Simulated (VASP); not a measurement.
# Na (Fm-3m) in VASP: a series of runs

The runs below take Na through single point, with PBEsol.

Everything below comes from runs of VASP 6.6.1. Logs are shortened: lines on timing, memory, paths and dates and some standing lists are left out, and cuts for length are marked.

## (1) The cell of the first run

It takes space group Fm-3m (No. 225, cubic). Conventional cell: a = 4.169 Å, b = 4.169 Å, c = 4.169 Å, α = 90.00°, β = 90.00°, γ = 90.00°. Na (site symmetry m-3m) has 12 Na at 2.95 Å within 3.9 Å.

This isn't the form of Na at room conditions, which is bcc.

## (2) Single point, PBEsol

The input, INCAR:

```
SYSTEM = Na
PREC     = Accurate       ! precision mode
ENCUT    = 500            ! plane-wave cutoff, eV
EDIFF    = 1E-6           ! SCF threshold, eV
ISMEAR   = 1              ! smearing method
SIGMA    = 0.1            ! smearing width, eV
LREAL    = .FALSE.        ! projectors in reciprocal space
LASPH    = .TRUE.         ! aspherical terms in the spheres
NELM     = 120            ! most SCF steps
ALGO     = Normal         ! electronic algorithm
ISIF     = 2              ! what is computed and relaxed
LWAVE    = .FALSE.        ! write WAVECAR
LCHARG   = .FALSE.        ! write CHGCAR
GGA      = PS             ! functional
NBANDS   = 10             ! bands
GGA_COMPAT= .FALSE.
```

The input, KPOINTS:

```
Automatic mesh
0
G
  13 13 13
  0 0 0
```

The input, POSCAR:

```
Na
1.0
    0.0000000000      2.0846342681      2.0846342681
    2.0846342681      0.0000000000      2.0846342681
    2.0846342681      2.0846342681      0.0000000000
Na
1
Direct
    0.0000000000      0.0000000000      0.0000000000
```

Potentials or basis: VASP PAW PBE potentials, release 64 (Na_pv).

Command:

```
$ cat potpaw_PBE.64/Na_pv/POTCAR > POTCAR
$ mpirun -np 1 vasp_std > vasp.out
```

OUTCAR:

```text
SYSTEM = Na
   PREC = Accurate
   ENCUT = 500
   EDIFF = 1E-6
   ISMEAR = 1
   LREAL = .FALSE.
   LASPH = .TRUE.
   NELM = 120
   ISIF = 2
   GGA = PS

 ion  position               nearest neighbor table
   1  0.000  0.000  0.000-

  LATTYP: Found a face centered cubic cell.
 ALAT       =     4.1692685362

  Lattice vectors:

 A1 = (   0.0000000000,   2.0846342681,   2.0846342681)
 A2 = (   2.0846342681,   0.0000000000,   2.0846342681)
 A3 = (   2.0846342681,   2.0846342681,   0.0000000000)

Analysis of symmetry for initial positions (statically):
=====================================================================
 Subroutine PRICEL returns:
 Original cell was already a primitive cell.

 Routine SETGRP: Setting up the symmetry group for a
 face centered cubic supercell.

 Subroutine GETGRP returns: Found 48 space group operations
 (whereof 48 operations were pure point group operations)
 out of a pool of 48 trial point group operations.

The static configuration has the point symmetry O_h .

Analysis of symmetry for dynamics (positions and initial velocities):
=====================================================================
 Subroutine PRICEL returns:
 Original cell was already a primitive cell.

 Routine SETGRP: Setting up the symmetry group for a
 face centered cubic supercell.

 Subroutine GETGRP returns: Found 48 space group operations
 (whereof 48 operations were pure point group operations)
 out of a pool of 48 trial point group operations.

The dynamic configuration has the point symmetry O_h .

 Subroutine INISYM returns: Found 48 space group operations
 (whereof 48 operations are pure point group operations),
 and found     1 'primitive' translations

----------------------------------------------------------------------------------------

                                     Primitive cell

  volume of cell :      18.1184

  direct lattice vectors                    reciprocal lattice vectors
     0.000000000  2.084634268  2.084634268    -0.239850226  0.239850226  0.239850226
     2.084634268  0.000000000  2.084634268     0.239850226 -0.239850226  0.239850226
     2.084634268  2.084634268  0.000000000     0.239850226  0.239850226 -0.239850226

  length of vectors
     2.948118055  2.948118055  2.948118055     0.415432777  0.415432777  0.415432777

  position of ions in fractional coordinates (direct lattice)
     0.000000000  0.000000000  0.000000000

  ion indices of the primitive-cell ions
   primitive index   ion index
                 1           1

----------------------------------------------------------------------------------------

 KPOINTS: Automatic mesh

Automatic generation of k-mesh.
 Grid dimensions read from file:
 generate k-points for:   13   13   13

 Generating k-lattice:

  Cartesian coordinates                     Fractional coordinates (reciprocal lattice)
    -0.018450017  0.018450017  0.018450017     0.076923077  0.000000000  0.000000000
     0.018450017 -0.018450017  0.018450017     0.000000000  0.076923077  0.000000000
     0.018450017  0.018450017 -0.018450017     0.000000000  0.000000000  0.076923077

  Length of vectors
     0.031956367  0.031956367  0.031956367

  Shift w.r.t. Gamma in fractional coordinates (k-lattice)
     0.000000000  0.000000000  0.000000000

 Subroutine IBZKPT returns following result:
 ===========================================

 Found     84 irreducible k-points:

 Following reciprocal coordinates:
            Coordinates               Weight
  0.000000  0.000000  0.000000      1.000000
  0.076923  0.000000  0.000000      8.000000
  0.153846  0.000000  0.000000      8.000000
  0.230769  0.000000  0.000000      8.000000
  0.307692  0.000000  0.000000      8.000000
  0.384615  0.000000  0.000000      8.000000
[... 16 lines left out ...]
  0.384615  0.153846  0.000000     24.000000
  0.461538  0.153846  0.000000     24.000000
 [... further k-points ...]
   k-points           NKPTS =     84   k-points in BZ     NKDIM =     84   number of bands    NBANDS=     10
   number of dos      NEDOS =    301   number of ions     NIONS =      1
   total plane-waves  NPLWV =  13824
   dimension x,y,z NGX =    24 NGY =   24 NGZ =   24
   dimension x,y,z NGXF=    48 NGYF=   48 NGZF=   48
   ions per type =               1
   NGX,Y,Z   is equivalent  to a cutoff of  13.53, 13.53, 13.53 a.u.
   NGXF,Y,Z  is equivalent  to a cutoff of  27.07, 27.07, 27.07 a.u.
 SYSTEM =  Na
   PREC   = accura    normal or accurate (medium, high low for compatibility)
   ISTART =      0    job   : 0-new  1-cont  2-samecut
   ICHARG =      2    charge: 1-file 2-atom 10-const
   ISPIN  =      1    spin polarized calculation?
   LNONCOLLINEAR =      F non collinear calculations
   LSORBIT =      F    spin-orbit coupling
   LASPH  =      T    aspherical Exc in radial PAW
   ENCUT  =  500.0 eV  36.75 Ry    6.06 a.u.   5.38  5.38  5.38*2*pi/ulx,y,z
   NELM   =    120;   NELMIN=  2; NELMDL= -5     # of ELM steps
   EDIFF  = 0.1E-05   stopping-criterion for ELM
   LREAL  =      F    real-space projection
   EDIFFG = 0.1E-04   stopping-criterion for IOM
   NSW    =      0    number of steps for IOM
   IBRION =     -1    ionic relax: 0-MD 1-quasi-New 2-CG
   NFREE  =      0    steps in history (QN), initial steepest desc. (CG)
   ISIF   =      2    stress and relaxation
   ISYM   =      2    0-nonsym 1-usesym 2-fastsym
   POTIM  = 0.5000    time-step for ionic-motion
   TEBEG  =    0.0;   TEEND  =   0.0 temperature during run
   PSTRESS=    0.0 pullay stress
   NELECT =       7.0000    total number of electrons
   NUPDOWN=      -1.0000    fix difference up-down
   EMIN   =  10.00;   EMAX   =-10.00  energy-range for DOS
   EFERMI =   0.00;   METHOD = LEGACY
   ISMEAR =     1;   SIGMA  =   0.10  broadening in eV -4-tet -1-fermi 0-gaus
   EFERMI_NEDOS =   21; number of points for ismear=-14 and -15
   IALGO  =     38    algorithm
   IMIX   =      4    mixing-type and parameters
     AMIX     =   0.40;   BMIX     =  1.00
     AMIX_MAG =   1.60;   BMIX_MAG =  1.00
  volume/ion in A,a.u.               =      18.12       122.27
  Fermi-wavevector in a.u.,A,eV,Ry     =   1.192342  2.253200 19.343135  1.421680
  Thomas-Fermi vector in A             =   2.328383
   LORBIT       =      0    0 simple, 1 ext, 2 COOP (PROOUT), +10 PAW based schemes
   GGA     = PS    functional components
   LHFCALC =     F    Hartree Fock is set to
   AEXX    =    0.0000 exact exchange contribution
   IVDW    =     0    specifies the selected vdW correction
   LEPSILON=     F    determine dielectric tensor
   LRPA    =     F    only Hartree local field effects (RPA)
 non-spin polarized calculation
 Methfessel and Paxton  Order N= 1 SIGMA  =   0.10
  energy-cutoff  :      500.00
  volume of cell :       18.12
 maximum number of plane-waves:       477
 NGX is ok and might be reduce to    24
   NGX = 11   NGY = 11   NGZ = 11

 number of electron       7.0000006 magnetization

 Free energy of the ion-electron system (eV)
  ---------------------------------------------------
  ext. energy  EPLUGINS =         0.00000000
  ---------------------------------------------------
  free energy    TOTEN  =        -0.74454770 eV

  energy without entropy =       -0.74425040  energy(sigma->0) =       -0.74444860

 E-fermi :   3.4834     XC(G=0):  -8.7749

 val. band max:        3.4820440210   @ k =  -0.3077   0.2308   0.0769
 cond. band min:       3.4980555077   @ k =   0.4615   0.3846   0.0769
 fundamental gap:      0.0160114867
 Fermi energy:         3.4834468793

 k-point     1 :       0.0000    0.0000    0.0000
  band No.  band energies     occupation
      1     -21.3247      2.00000
      2     -21.3247      2.00000
      3     -21.3247      2.00000
      4      -1.7560      2.00000
      5      19.5033      0.00000
      6      19.5033      0.00000
      7      19.5033      0.00000
      8      21.3795      0.00000
      9      23.9715      0.00000
     10      23.9715      0.00000

 k-point     2 :       0.0769    0.0000    0.0000
  band No.  band energies     occupation
      1     -21.3463      2.00000
      2     -21.3271      2.00000
      3     -21.3271      2.00000
      4      -1.5883      2.00000
      5      17.5683      0.00000
      6      19.4011      0.00000
      7      19.4011      0.00000
      8      22.2217      0.00000
      9      23.9418      0.00000
     10      23.9663      0.00000

 k-point     3 :       0.1538    0.0000    0.0000
  band No.  band energies     occupation
      1     -21.4055      2.00000
      2     -21.3338      2.00000
      3     -21.3338      2.00000
      4      -1.0923      2.00000
      5      14.8947      0.00000
      6      19.1322      0.00000
      7      19.1322      0.00000
      8      21.5928      0.00000
      9      23.6851      0.00000
     10      23.6851      0.00000

 k-point     4 :       0.2308    0.0000    0.0000
  band No.  band energies     occupation
      1     -21.4874      2.00000
      2     -21.3431      2.00000
      3     -21.3431      2.00000
      4      -0.2875      2.00000
      5      12.2972      0.00000
      6      18.7765      0.00000
      7      18.7765      0.00000
      8      20.8347      0.00000
      9      23.2000      0.00000
     10      23.2000      0.00000
[... 222 lines left out ...]
 k-point    22 :       0.3077    0.1538    0.0000
  band No.  band energies     occupation
      1     -21.5253      2.00000
      2     -21.3738      2.00000
      3     -21.3726      2.00000
      4       0.5941      2.00000
      5      11.7753      0.00000
      6      15.7341      0.00000
      7      16.8852      0.00000
      8      18.9638      0.00000
      9      24.5279      0.00000
     10      26.3517      0.00000

 k-point    23 :       0.3846    0.1538    0.0000
  band No.  band energies     occupation
      1     -21.5905      2.00000
      2     -21.3886      2.00000
      3     -21.3815      2.00000
      4       1.7433      2.00000
      5       9.5064      0.00000
      6      14.9221      0.00000
      7      16.7437      0.00000
      8      19.1583      0.00000
      9      25.1709      0.00000
     10      25.4864      0.00000

 k-point    24 :       0.4615    0.1538    0.0000
  band No.  band energies     occupation
      1     -21.6373      2.00000
      2     -21.4050      2.00000
      3     -21.3840      2.00000
      4       3.1194      2.00000
      5       7.4276      0.00000
      6      14.2977      0.00000
      7      16.7901      0.00000
      8      19.3243      0.00000
      9      24.7279      0.00000
     10      25.0750      0.00000

 [... further k-points ...]
[... 5 lines left out ...]
  --------------------------------------------------------------------------------------
  -------------------------------------------------------------------------------------
  Total        2.2469174      2.2469174      2.2469174      0.0000000     -0.0000000      0.0000000
  in kB      198.6909468    198.6909468    198.6909468      0.0000000     -0.0000000      0.0000000
  external PRESSURE =     198.6909468 kB  Pullay stress =       0.0000000 kB

 VOLUME and BASIS-vectors are now :
 -----------------------------------------------------------------------------
  energy-cutoff  :      500.00
  volume of cell :       18.12
      direct lattice vectors                 reciprocal lattice vectors
     0.000000000  2.084634268  2.084634268    -0.239850226  0.239850226  0.239850226
     2.084634268  0.000000000  2.084634268     0.239850226 -0.239850226  0.239850226
     2.084634268  2.084634268  0.000000000     0.239850226  0.239850226 -0.239850226

 POSITION                                       TOTAL-FORCE (eV/Angst)
 -----------------------------------------------------------------------------------
      0.00000      0.00000      0.00000         0.000000      0.000000      0.000000
 -----------------------------------------------------------------------------------
    total drift:                               -0.000000      0.000000     -0.000000

  FREE ENERGIE OF THE ION-ELECTRON SYSTEM (eV)
  ---------------------------------------------------
  free  energy   TOTEN  =        -0.7445477020 eV

  energy  without entropy=       -0.7442504019  energy(sigma->0) =       -0.74444860
```

It took 6 s on 1 thread of Intel Xeon Platinum 8559C (Emerald Rapids), shared host; peak memory 0.13 GiB.

Results:

* Free energy: -0.7445 eV
* Pressure: 19.9 GPa
* Band gap on the k mesh: zero (an odd number of electrons rules out a gap without spin polarisation)

Levels at points of the mesh, in eV from the Fermi level:
| k point | band 1 | band 2 | band 3 | band 4 | band 5 | band 6 | band 7 | band 8 |
| --- | --- | --- | --- | --- | --- | --- | --- | --- |
| (0.00, 0.00, 0.00) | -24.81 | -24.81 | -24.81 | -5.24 | 16.02 | 16.02 | 16.02 | 17.90 |

Caveat: the cell stands under pressure; the PAW data sets were made with another functional, which shifts forces and pressure a little.

## (3) Single point, PBEsol

This run uses another cell than the first one, of 22.01 Å³/atom.

The input, INCAR:

```
  PREC = Accurate
  ENCUT = 500
  EDIFF = 1E-6
  ISMEAR = 1
  SIGMA = 0.1
  LREAL = False
  LASPH = True
  NELM = 120
  ALGO = Normal
  ISIF = 2
  LWAVE = False
  LCHARG = False
  GGA = PS
  NBANDS = 10
  GGA_COMPAT = False
```

The input, KPOINTS:

```
Automatic mesh
0
Gamma
  13 13 13
```

The input, POSCAR:

```
Na
1.0
    0.0000000000      2.2242666913      2.2242666913
    2.2242666913      0.0000000000      2.2242666913
    2.2242666913      2.2242666913      0.0000000000
Na
1
Direct
    0.0000000000      0.0000000000      0.0000000000
```

Potentials or basis: VASP PAW PBE potentials, release 64 (Na_pv).

Command:

```
$ cat potpaw_PBE.64/Na_pv/POTCAR > POTCAR
$ mpirun -np 1 vasp_std > vasp.out
```

Run time: 6.7 s. Hardware: 1 thread of Intel Xeon Platinum 8559C (Emerald Rapids), shared host; peak memory 0.13 GiB.

The run converged. Its results:

* Free energy: -1.0955 eV
* Pressure: 9.9 GPa
* Band gap on the k mesh: zero (an odd number of electrons rules out a gap without spin polarisation)

Levels at points of the mesh, in eV from the Fermi level:
```csv
k point,band 1,band 2,band 3,band 4,band 5,band 6,band 7,band 8
"(0.00, 0.00, 0.00)",-24.67,-24.67,-24.67,-4.63,14.56,14.56,14.56,16.17
```

Caveat: the cell stands under pressure; the PAW data sets were made with another functional, which shifts forces and pressure a little.
